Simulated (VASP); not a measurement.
Be16H (a cell with a defect), 17 atoms in the cell. The cell holds a defect, 17 atoms: a = 4.580 Å, b = 3.966 Å, c = 7.177 Å, α = 90.00°, β = 90.00°, γ = 90.00°. 

```yaml
Program: VASP 6.6.1
Task: single point
Functional: PBE
Potentials_or_basis: VASP PAW PBE potentials, release 64 (Be, H)
Cutoff: 520 eV
k_mesh: 5 × 5 × 3
Occupations: gaussian, width 0.1 eV
Spin: no spin polarisation
Dipole_correction: no
Further_INCAR_settings: LREAL = Auto; ALGO = Normal; EDIFF = 1e-06; NBANDS = 30
```

Potentials or basis: VASP PAW PBE potentials, release 64 (Be, H).

Run with:

```sh
$ cat potpaw_PBE.64/Be/POTCAR potpaw_PBE.64/H/POTCAR > POTCAR
$ mpirun -np 1 vasp_std > vasp.out
```

Hardware: 1 thread of Intel(R) Xeon(R) 6975P-C (Granite Rapids), on a shared host.

Question: Estimate the wall time of this run.

Answer: Run time: 120 s on 1 thread of Intel(R) Xeon(R) 6975P-C (Granite Rapids), on a shared host, peak memory 0.27 GiB. Counts: scf iterations 13, k points 38.
